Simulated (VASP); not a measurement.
Wanted: the native input for a VASP 6.6.1 run.

- Task: single point
- Functional: PBE
- Potentials or basis: VASP PAW PBE potentials, release 64 (Al, Si)
- Cutoff: 520 eV
- k mesh: 20 × 20 × 20
- Occupations: gaussian, width 0.1 eV
- Spin: no spin polarisation
- Dipole correction: no
- Further INCAR settings: ALGO = Normal; EDIFF = 1e-07; NBANDS = 12

The structure of AlSi2 lies in POSCAR:

```
AlSi2
1.0
   -1.6675818404      1.6675818404      4.0969363789
    1.6675818404     -1.6675818404      4.0969363789
    1.6675818404      1.6675818404     -4.0969363789
Al Si
1 2
Direct
    0.0000000000      0.0000000000      0.0000000000
    0.6760238006      0.6760238006      0.0000000000
    0.3239761994      0.3239761994      0.0000000000
```

These files were run (other wordings do the same):

INCAR

```
ALGO     = Normal         # electronic algorithm
EDIFF    = 1E-7           # SCF threshold, eV
ENCUT    = 520            # plane-wave cutoff, eV
GGA      = PE             # functional
ISIF     = 2              # what is computed and relaxed
ISMEAR   = 0              # smearing method
LASPH    = True           # aspherical terms in the spheres
LCHARG   = False          # write CHGCAR
LREAL    = False          # projectors in reciprocal space
LWAVE    = False          # write WAVECAR
NBANDS   = 12             # bands
NELM     = 60             # most SCF steps
PREC     = Accurate       # precision mode
SIGMA    = 0.1            # smearing width, eV
```

KPOINTS

```
k-points
0
Gamma
  20 20 20
```

Potentials or basis: VASP PAW PBE potentials, release 64 (Al, Si).

Run with:

```sh
$ cat potpaw_PBE.64/Al/POTCAR potpaw_PBE.64/Si/POTCAR > POTCAR
$ mpirun -np 1 vasp_std > vasp.out
```

It gave:

```json
{"Pressure": "0.0 GPa", "Band gap on the k mesh": "zero (an odd number of electrons rules out a gap without spin polarisation)"}
```

It took 4 min on 1 thread of AMD EPYC 9R45 96-Core Processor (Zen 5) (shared host), peak memory 0.41 GiB.
